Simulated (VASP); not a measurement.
Set up this calculation in VASP 6.6.1, as the native input.

| Quantity | Value |
| --- | --- |
| Task | single point |
| Functional | LDA |
| Potentials or basis | VASP PAW LDA potentials, release 64 (Au) |
| Cutoff | 520 eV |
| k mesh | 17 × 17 × 17 |
| Occupations | fermi-dirac, width 0.05 eV |
| Spin | no spin polarisation |
| Dipole correction | no |
| Further INCAR settings | ALGO = Normal; EDIFF = 1e-06; NBANDS = 12 |

The structure of Au lies in POSCAR:

```
Au
1.0
    0.0000000000      2.0232464855      2.0232464855
    2.0232464855      0.0000000000      2.0232464855
    2.0232464855      2.0232464855      0.0000000000
Au
1
Direct
    0.0000000000      0.0000000000      0.0000000000
```

The input as run:

INCAR

```
SYSTEM = Au
  ALGO = Normal
  EDIFF = 1E-6
  ENCUT = 520
  GGA = CA
  ISIF = 2
  ISMEAR = -1
  LASPH = .True.
  LCHARG = .True.
  LELF = .True.
  LREAL = .False.
  LVHAR = .True.
  LWAVE = .False.
  NBANDS = 12
  NELM = 60
  PREC = Accurate
  SIGMA = 0.05
```

KPOINTS

```
k-points
0
Gamma
  17 17 17
  0 0 0
```

Potentials or basis: VASP PAW LDA potentials, release 64 (Au).

Run with:

```bash
$ cat potpaw_LDA.64/Au/POTCAR > POTCAR
$ mpirun -np 1 vasp_std > vasp.out
```

Results of the run:

| Item | Value |
| --- | --- |
| Pressure | 0.5 GPa |

Wall time 9.3 s on 1 thread of Intel(R) Xeon(R) 6975P-C (Granite Rapids) (shared host), peak memory 0.15 GiB.
